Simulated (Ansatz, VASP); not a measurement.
## C in VASP and in Ansatz

Contents of INCAR:

```
PREC = Accurate ; ENCUT = 600
EDIFF = 1E-6 ; ISMEAR = 0
SIGMA = 0.01 ; LREAL = False
LASPH = True ; NELM = 120
ALGO = Normal ; ISIF = 2
LWAVE = False ; LCHARG = False
GGA = PE ; NBANDS = 11
GGA_COMPAT = False
```

The input KPOINTS:

```
regular mesh
0
Gamma
  4 4 4
```

The input POSCAR:

```
C
1.0
    0.0000000000      1.7835000000      1.7835000000
    1.7835000000      0.0000000000      1.7835000000
    1.7835000000      1.7835000000      0.0000000000
C
2
Direct
    0.1165895711      0.1334104289      0.1334104289
    0.8834104289      0.8665895711      0.8665895711
```

Input for Ansatz:

```yaml
crystal:
  atoms:
  - position: [0.11658957106812448, 0.13341042893187552, 0.13341042893187552]
    symbol: C
  - position: [0.8834104289318755, 0.8665895710681245, 0.8665895710681245]
    symbol: C
  lattice:
  - [0.0, 1.7835, 1.7835]
  - [1.7835, 0.0, 1.7835]
  - [1.7835, 1.7835, 0.0]
hamiltonian:
  dispersion: none
  pseudopotentials:
    kind: all_electron
    lapw: {basis_error: 0.025 meV}
    relativity: scalar
  xc: pbe
kpoints:
  mp_grid:
    grid: [4, 4, 4]
    shift: [0, 0, 0]
magnetization: {spin_polarized: false}
output: {forces: true, stress: true}
scf:
  convergence: {dr2_threshold: 1e-10 eV}
  lower_state_search: 'off'
  max_iter: 200
  occupations: {method: fixed}
```

Alike in both runs: task single point; functional PBE; k mesh 4 × 4 × 4; no spin polarisation.

|  | VASP | Ansatz |
| --- | --- | --- |
| version | VASP 6.6.1 | Ansatz 0.2 development build |
| potentials or method | VASP PAW PBE potentials, release 64 (C), cutoff 600 eV | all-electron full-potential LAPW, scalar-relativistic |
| occupations | gaussian, width 0.01 eV | fixed |

Ansatz gave:

- gap on the k mesh at the Fermi level (eV): 3.43
- pressure (GPa): 4.1
- traceless stress, the component that is largest in VASP (GPa): -2.58
- rms of the force components (eV/Å): 1.330

What did VASP give for the same quantities?

gap on the k mesh at the Fermi level (eV): 3.43; pressure (GPa): 4.1; traceless stress, the component that is largest in VASP (GPa): -2.75; rms of the force components (eV/Å): 1.338.

Atom by atom the forces differ by 0.007 eV/Å (rms over components). Ansatz ran all-electron here, and VASP with PAW potentials.

The k mesh is coarse, so the values compare programs but aren't converged.
